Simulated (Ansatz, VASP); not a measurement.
**Two plane-wave programs on HfZrS3**

The input INCAR:

```
ALGO = Normal
EDIFF = 1E-6
ENCUT = 520
GGA = PE
ISIF = 2
ISMEAR = 0
LASPH = True
LCHARG = False
LREAL = False
LWAVE = False
NBANDS = 28
NELM = 80
PREC = Accurate
SIGMA = 0.1
```

Contents of KPOINTS:

```
k-points
0
Gamma
  6 6 6
```

POSCAR

```
HfZrS3
1.0
    3.3010700100      1.9058736600      2.7068521400
   -3.3010700100      1.9058736600      2.7068521400
    0.0000000000     -3.8117473200      2.7068521400
Zr Hf S
1 1 3
Direct
    0.5182390200      0.5182390200      0.5182390200
    0.0088520000      0.0088520000      0.0088520000
    0.5167999900      0.5167999900      0.0173090000
    0.5167999900      0.0173090000      0.5167999900
    0.0173090000      0.5167999900      0.5167999900
```

Input for Ansatz:

```yaml
crystal:
  lattice:
    - [3.30107001, 1.90587366, 2.70685214]
    - [-3.30107001, 1.90587366, 2.70685214]
    - [0.0, -3.81174732, 2.70685214]
  atoms:
    - { symbol: Zr, position: [0.51823902, 0.51823902, 0.51823902] }
    - { symbol: Hf, position: [0.008852, 0.008852, 0.008852] }
    - { symbol: S, position: [0.51679999, 0.51679999, 0.017309] }
    - { symbol: S, position: [0.51679999, 0.017309, 0.51679999] }
    - { symbol: S, position: [0.017309, 0.51679999, 0.51679999] }
basis:
  ecutwfc: 420
kpoints:
  mp_grid: { grid: [6, 6, 6] }
hamiltonian:
  xc: pbe
scf:
  occupations: { method: gaussian, width: 0.1 }
  lower_state_search: "off"
output:
  forces: true
  stress: true
  eigenvalues: true
```

Change from the starting cell: species swapped into the CsHgCl3 type (R3m, No. 160).

Alike in both runs: task single point; functional PBE; k mesh 6 × 6 × 6; occupations gaussian, width 0.1 eV; no spin polarisation.

|  | VASP | Ansatz |
| --- | --- | --- |
| version | VASP 6.6.1 | Ansatz 0.2.0 |
| potentials or method | VASP PAW PBE potentials, release 64 (Zr_sv, Hf_pv, S), cutoff 520 eV | scalar-relativistic, plane waves, PAW |
| valence electrons in the cell | 40 | 56 |

VASP gave:

```
gap on the k mesh at the Fermi level (eV)                     : none
pressure (GPa)                                                : 12.6
traceless stress, the component that is largest in VASP (GPa) : 0.16
rms of the force components (eV/Å)                            : 0.107
```

Estimate Ansatz's values.

gap on the k mesh at the Fermi level (eV): none; pressure (GPa): 12.8; traceless stress, the component that is largest in VASP (GPa): 0.16; rms of the force components (eV/Å): 0.106.

Atom by atom the forces differ by 0.001 eV/Å (rms over components). A gap of «none» marks a metal or a gap that the smearing closes. VASP's potentials hold 40 valence electrons a cell and Ansatz's 56, so a difference there can come from the potentials and not from the codes.

Spin-orbit coupling is off throughout.
